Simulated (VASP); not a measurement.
Here is a VASP 6.6.1 calculation.

INCAR

```
ALGO = Normal
EDIFF = 1E-7
ENCUT = 520
GGA = PE
ISIF = 2
ISMEAR = -1
LASPH = True
LCHARG = True
LELF = True
LREAL = False
LVHAR = True
LWAVE = False
NBANDS = 31
NELM = 80
PREC = Accurate
SIGMA = 0.02
```

The input KPOINTS:

```
k-points
0
Gamma
  12 12 4
```

File POSCAR:

```
LiGeN
1.0
    2.9870692118      0.0000000000      0.0000000000
   -1.4935346059      2.5868778203      0.0000000000
    0.0000000000      0.0000000000      9.0069946379
Li Ge N
2 2 2
Direct
    0.6666666667      0.3333333333      0.7453089807
    0.3333333333      0.6666666667      0.2453089807
    0.0000000000      0.0000000000      0.4962682565
    0.0000000000      0.0000000000      0.9962682565
    0.3333333333      0.6666666667      0.6030607627
    0.6666666667      0.3333333333      0.1030607627
```

Potentials or basis: VASP PAW PBE potentials, release 64 (Li_sv, Ge_d, N).

Launch:

```sh
$ cat potpaw_PBE.64/Li_sv/POTCAR potpaw_PBE.64/Ge_d/POTCAR potpaw_PBE.64/N/POTCAR > POTCAR
$ mpirun -np 1 vasp_std > vasp.out
```

(1) Predict the largest force.

(2) Estimate the band gap on the k mesh.

## Answers

(1) 0.467 eV/Å.

(2) 1.36 eV (least direct gap 2.48 eV).

Caveat: the cell differs from its parent crystal (uniaxial z strain -3.7%).
